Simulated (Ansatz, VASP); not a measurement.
**MnS in VASP and in Ansatz**

```
Mn S
1.0
     0.00000    2.60450    2.60450
     2.60450    0.00000    2.60450
     2.60450    2.60450    0.00000
Mn S
1 1
Direct
  0.00000 0.00000 0.00000
  0.50000 0.50000 0.50000
```

Alike in both runs: task single point; functional PBE; k mesh 8 × 8 × 8; occupations gaussian, width 0.05 eV; collinear spin; Hubbard terms Mn d U = 3.9 eV.

|  | VASP | Ansatz |
| --- | --- | --- |
| version | VASP 6.6.1 | Ansatz 0.2.0 |
| potentials or method | VASP PAW PBE potentials, release 64 (Mn_sv, S), cutoff 600 eV | scalar-relativistic, plane waves, PAW |
| valence electrons in the cell | 21 | 21 |

|  | VASP | Ansatz | Ansatz less VASP |
| --- | --- | --- | --- |
| gap on the k mesh at the Fermi level (eV) | 0.39 | 0.87 | +0.490 |
| least direct gap on the mesh (eV) | 2.49 | 2.50 | +0.014 |
| pressure (GPa) | 2.9 | 4.9 | +2.01 |
| net moment per atom (μB) | 2.50 | 2.50 | 0.000 |
| size of the moment on the site where the two differ most (μB) | 4.44 | 4.50 | +0.060 |

Site moments also hang on the region over which each program counts them. The programs project onto different local orbitals, so the same U acts differently, and such runs can settle in different states. Ansatz's warnings: stability check not made.
